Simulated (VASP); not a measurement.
# Pb (P6_3/mmc) in VASP: notebook, part 2 of 2

VASP 6.6.1. Earlier steps stand in the parts before.

## 3. Single point, PBEsol

This run uses another cell than the first one, of 30.32 Å³/atom, 1.014 times its volume.

The input, INCAR:

```
  PREC = Accurate
  ENCUT = 500
  EDIFF = 1E-6
  ISMEAR = 0
  SIGMA = 0.1
  LREAL = F
  LASPH = T
  NELM = 120
  ALGO = Normal
  ISIF = 2
  LWAVE = F
  LCHARG = F
  GGA = PS
  NBANDS = 21
  GGA_COMPAT = F
```

The input, KPOINTS:

```
regular mesh
0
Gamma
  6 6 4
```

The input, POSCAR:

```
Pb
1.0
    3.5002070000      0.0000000000      0.0000000000
   -1.7501030000      3.0312680000      0.0000000000
    0.0000000000      0.0000000000      5.7158140000
Pb
2
Direct
    0.0000000000      0.0000000000      0.0000000000
    0.3333333300      0.6666666700      0.5000000000
```

Potentials or basis: VASP PAW PBE potentials, release 64 (Pb_d).

Started as:

```console
cat potpaw_PBE.64/Pb_d/POTCAR > POTCAR
mpirun -np 1 vasp_std > vasp.out
```

OUTCAR:

```text
PREC = Accurate
   ENCUT = 500
   EDIFF = 1E-6
   ISMEAR = 0
   LREAL = F
   LASPH = T
   NELM = 120
   ISIF = 2
   GGA = PS

 ion  position               nearest neighbor table
   1  0.000  0.000  0.000-   2 3.50   2 3.50   2 3.50   2 3.50   2 3.50   2 3.50
   2  0.333  0.667  0.500-   1 3.50   1 3.50   1 3.50   1 3.50   1 3.50   1 3.50

  LATTYP: Found a hexagonal cell.
 ALAT       =     3.5002070000
 C/A-ratio  =     1.6329931344

  Lattice vectors:

 A1 = (   3.5002070000,   0.0000000000,   0.0000000000)
 A2 = (  -1.7501030000,   3.0312680000,   0.0000000000)
 A3 = (   0.0000000000,   0.0000000000,   5.7158140000)

Analysis of symmetry for initial positions (statically):
=====================================================================
 Subroutine PRICEL returns:
 Original cell was already a primitive cell.

 Routine SETGRP: Setting up the symmetry group for a
 hexagonal supercell.

 Subroutine GETGRP returns: Found 24 space group operations
 (whereof 12 operations were pure point group operations)
 out of a pool of 24 trial point group operations.

The static configuration has the point symmetry D_3h.
 The point group associated with its full space group is D_6h.

Analysis of symmetry for dynamics (positions and initial velocities):
=====================================================================
 Subroutine PRICEL returns:
 Original cell was already a primitive cell.

 Routine SETGRP: Setting up the symmetry group for a
 hexagonal supercell.

 Subroutine GETGRP returns: Found 24 space group operations
 (whereof 12 operations were pure point group operations)
 out of a pool of 24 trial point group operations.

The dynamic configuration has the point symmetry D_3h.
 The point group associated with its full space group is D_6h.

 Subroutine INISYM returns: Found 24 space group operations
 (whereof 12 operations are pure point group operations),
 and found     1 'primitive' translations

----------------------------------------------------------------------------------------

                                     Primitive cell

  volume of cell :      60.6452

  direct lattice vectors                    reciprocal lattice vectors
     3.500207000  0.000000000  0.000000000     0.285697389  0.164947427  0.000000000
    -1.750103000  3.031268000  0.000000000     0.000000000  0.329894948  0.000000000
     0.000000000  0.000000000  5.715814000     0.000000000  0.000000000  0.174953209

  length of vectors
     3.500207000  3.500206594  5.715814000     0.329894910  0.329894948  0.174953209

  position of ions in fractional coordinates (direct lattice)
     0.000000000  0.000000000  0.000000000
     0.333333330  0.666666670  0.500000000

  ion indices of the primitive-cell ions
   primitive index   ion index
                 1           1
                 2           2

----------------------------------------------------------------------------------------

 KPOINTS: regular mesh

Automatic generation of k-mesh.
 Grid dimensions read from file:
 generate k-points for:    6    6    4

 Generating k-lattice:

  Cartesian coordinates                     Fractional coordinates (reciprocal lattice)
     0.047616231  0.027491238  0.000000000     0.166666667  0.000000000  0.000000000
     0.000000000  0.054982491  0.000000000     0.000000000  0.166666667  0.000000000
     0.000000000  0.000000000  0.043738302     0.000000000  0.000000000  0.250000000

  Length of vectors
     0.054982485  0.054982491  0.043738302

  Shift w.r.t. Gamma in fractional coordinates (k-lattice)
     0.000000000  0.000000000  0.000000000

 Subroutine IBZKPT returns following result:
 ===========================================

 Found     21 irreducible k-points:

 Following reciprocal coordinates:
            Coordinates               Weight
  0.000000  0.000000  0.000000      1.000000
  0.166667  0.000000  0.000000      6.000000
  0.333333  0.000000  0.000000      6.000000
  0.500000  0.000000  0.000000      3.000000
  0.166667  0.166667  0.000000      6.000000
  0.333333  0.166667  0.000000     12.000000
[... 13 lines left out ...]
  0.333333  0.166667  0.500000     12.000000
  0.333333  0.333333  0.500000      2.000000
   k-points           NKPTS =     21   k-points in BZ     NKDIM =     21   number of bands    NBANDS=     21
   number of dos      NEDOS =    301   number of ions     NIONS =      2
   total plane-waves  NPLWV =  32928
   dimension x,y,z NGX =    28 NGY =   28 NGZ =   42
   dimension x,y,z NGXF=    56 NGYF=   56 NGZF=   84
   ions per type =               2
   NGX,Y,Z   is equivalent  to a cutoff of  13.30, 13.30, 12.22 a.u.
   NGXF,Y,Z  is equivalent  to a cutoff of  26.60, 26.60, 24.43 a.u.
 SYSTEM =  unknown system
   PREC   = accura    normal or accurate (medium, high low for compatibility)
   ISTART =      0    job   : 0-new  1-cont  2-samecut
   ICHARG =      2    charge: 1-file 2-atom 10-const
   ISPIN  =      1    spin polarized calculation?
   LNONCOLLINEAR =      F non collinear calculations
   LSORBIT =      F    spin-orbit coupling
   LASPH  =      T    aspherical Exc in radial PAW
   ENCUT  =  500.0 eV  36.75 Ry    6.06 a.u.   6.38  6.38 10.42*2*pi/ulx,y,z
   NELM   =    120;   NELMIN=  2; NELMDL= -5     # of ELM steps
   EDIFF  = 0.1E-05   stopping-criterion for ELM
   LREAL  =      F    real-space projection
[... 7 lines left out ...]
   TEBEG  =    0.0;   TEEND  =   0.0 temperature during run
   PSTRESS=    0.0 pullay stress
   NELECT =      28.0000    total number of electrons
   NUPDOWN=      -1.0000    fix difference up-down
   EMIN   =  10.00;   EMAX   =-10.00  energy-range for DOS
   EFERMI =   0.00;   METHOD = LEGACY
   ISMEAR =     0;   SIGMA  =   0.10  broadening in eV -4-tet -1-fermi 0-gaus
   EFERMI_NEDOS =   21; number of points for ismear=-14 and -15
   IALGO  =     38    algorithm
   IMIX   =      4    mixing-type and parameters
     AMIX     =   0.40;   BMIX     =  1.00
     AMIX_MAG =   1.60;   BMIX_MAG =  1.00
  volume/ion in A,a.u.               =      30.32       204.63
  Fermi-wavevector in a.u.,A,eV,Ry     =   1.265306  2.391081 21.782907  1.600998
  Thomas-Fermi vector in A             =   2.398566
   LORBIT       =      0    0 simple, 1 ext, 2 COOP (PROOUT), +10 PAW based schemes
   GGA     = PS    functional components
   LHFCALC =     F    Hartree Fock is set to
   AEXX    =    0.0000 exact exchange contribution
   IVDW    =     0    specifies the selected vdW correction
   LEPSILON=     F    determine dielectric tensor
   LRPA    =     F    only Hartree local field effects (RPA)
 non-spin polarized calculation
 Gauss-broadening in eV      SIGMA  =   0.10
  energy-cutoff  :      500.00
  volume of cell :       60.65
 maximum number of plane-waves:      1578
 NGX is ok and might be reduce to    28
   NGX = 13   NGY = 13   NGZ = 21

 number of electron      28.0000001 magnetization

 Free energy of the ion-electron system (eV)
  ---------------------------------------------------
  ext. energy  EPLUGINS =         0.00000000
  ---------------------------------------------------
  free energy    TOTEN  =        -7.89406920 eV

  energy without entropy =       -7.87943420  energy(sigma->0) =       -7.88675170

 E-fermi :   7.0604     XC(G=0): -10.3406

 val. band max:        7.0500480301   @ k =   0.3333   0.0000   0.2500
 cond. band min:       7.0638765211   @ k =   0.3333   0.1667   0.2500
 fundamental gap:      0.0138284910
 Fermi energy:         7.0603919776

 k-point     1 :       0.0000    0.0000    0.0000
  band No.  band energies     occupation
      1      -9.9116      2.00000
      2      -9.8805      2.00000
      3      -9.8640      2.00000
      4      -9.8640      2.00000
      5      -9.8428      2.00000
      6      -9.8428      2.00000
[... 13 lines left out ...]
     20      16.1602      0.00000
     21      18.5756      0.00000

 k-point     2 :       0.1667    0.0000    0.0000
  band No.  band energies     occupation
      1      -9.9311      2.00000
      2      -9.8681      2.00000
      3      -9.8440      2.00000
      4      -9.8186      2.00000
      5      -9.8101      2.00000
      6      -9.8021      2.00000
[... 448 lines left out ...]
 k-point    21 :       0.3333    0.3333    0.5000
  band No.  band energies     occupation
      1      -9.9114      2.00000
      2      -9.9114      2.00000
      3      -9.8019      2.00000
      4      -9.8019      2.00000
      5      -9.7477      2.00000
      6      -9.7477      2.00000
[... 13 lines left out ...]
     20      16.0180      0.00000
     21      16.0510      0.00000

------------------------ aborting loop because EDIFF is reached ----------------------------------------

  FORCE on cell =-STRESS in cart. coord.  units (eV):
  Direction    XX          YY          ZZ          XY          YZ          ZX
  --------------------------------------------------------------------------------------
  -------------------------------------------------------------------------------------
  Total       -0.0686125     -0.0686125     -0.1702178     -0.0000000      0.0000000      0.0000000
  in kB       -1.8126653     -1.8126651     -4.4969626     -0.0000003      0.0000000      0.0000000
  external PRESSURE =      -2.7074310 kB  Pullay stress =       0.0000000 kB

 VOLUME and BASIS-vectors are now :
 -----------------------------------------------------------------------------
  energy-cutoff  :      500.00
  volume of cell :       60.65
      direct lattice vectors                 reciprocal lattice vectors
     3.500207000  0.000000000  0.000000000     0.285697389  0.164947427  0.000000000
    -1.750103000  3.031268000  0.000000000     0.000000000  0.329894948  0.000000000
     0.000000000  0.000000000  5.715814000     0.000000000  0.000000000  0.174953209

 POSITION                                       TOTAL-FORCE (eV/Angst)
 -----------------------------------------------------------------------------------
      0.00000      0.00000      0.00000         0.000000      0.000000      0.000000
      0.00000      2.02085      2.85791        -0.000000      0.000000      0.000000
 -----------------------------------------------------------------------------------
    total drift:                                0.000013     -0.000008     -0.000000

  FREE ENERGIE OF THE ION-ELECTRON SYSTEM (eV)
  ---------------------------------------------------
  free  energy   TOTEN  =        -7.8940691998 eV

  energy  without entropy=       -7.8794341984  energy(sigma->0) =       -7.88675170
```

OSZICAR:

```text
N       E                     dE             d eps       ncg     rms          rms(c)
DAV:   1     0.291991721088E+03    0.29199E+03   -0.13745E+04   882   0.158E+03
DAV:   2     0.131170292405E+02   -0.27887E+03   -0.27240E+03   887   0.400E+02
DAV:   3    -0.722352221987E+01   -0.20341E+02   -0.20144E+02  1050   0.135E+02
DAV:   4    -0.789287937379E+01   -0.66936E+00   -0.66912E+00  1087   0.279E+01
DAV:   5    -0.792789938091E+01   -0.35020E-01   -0.35019E-01  1307   0.556E+00    0.816E-01
DAV:   6    -0.790116718748E+01    0.26732E-01   -0.47199E-02  1203   0.303E+00    0.383E-01
DAV:   7    -0.789450483705E+01    0.66624E-02   -0.16843E-02  1235   0.169E+00    0.128E-01
DAV:   8    -0.789406991553E+01    0.43492E-03   -0.89694E-04  1207   0.417E-01    0.122E-02
DAV:   9    -0.789406928493E+01    0.63060E-06   -0.24995E-05  1196   0.732E-02    0.572E-03
DAV:  10    -0.789406919982E+01    0.85105E-07   -0.20247E-06   880   0.189E-02
   1 F= -.78940692E+01 E0= -.78867517E+01  d E =-.146350E-01
```

stdout:

```text
POSCAR found type information on POSCAR Pb
 POSCAR found :  1 types and       2 ions
 scaLAPACK will be used
 -----------------------------------------------------------------------------
|                                                                             |
|                                                                             |
|     You enforced a specific xc type in the INCAR file but a different       |
|     I HOPE YOU KNOW WHAT YOU ARE DOING!                                     |
|                                                                             |
 -----------------------------------------------------------------------------

 LDA part: xc-table for (Slater+PW92), standard interpolation
 POSCAR, INCAR and KPOINTS ok, starting setup
 FFT: planning ... GRIDC
 FFT: planning ... GRID_SOFT
 FFT: planning ... GRID
 WAVECAR not read
 entering main loop
```

Wall time 19 s (1 thread of Intel Xeon Platinum 8375C at 2.90GHz (Ice Lake), shared host); peak memory 0.17 GiB.

Results:

- Free energy: -7.8941 eV
- Pressure: -0.3 GPa
- Band gap on the k mesh: zero (band 14 reaches 12.66 eV, above the bottom of band 15 at 5.30 eV)

Stress tensor (GPa, compression positive):
```
-0.18  0.00  0.00
 0.00 -0.18  0.00
 0.00  0.00 -0.45
```

Caveat: the PAW data sets were made with another functional, which shifts forces and pressure a little; spin-orbit coupling is left out, which moves the levels of the heavy elements.
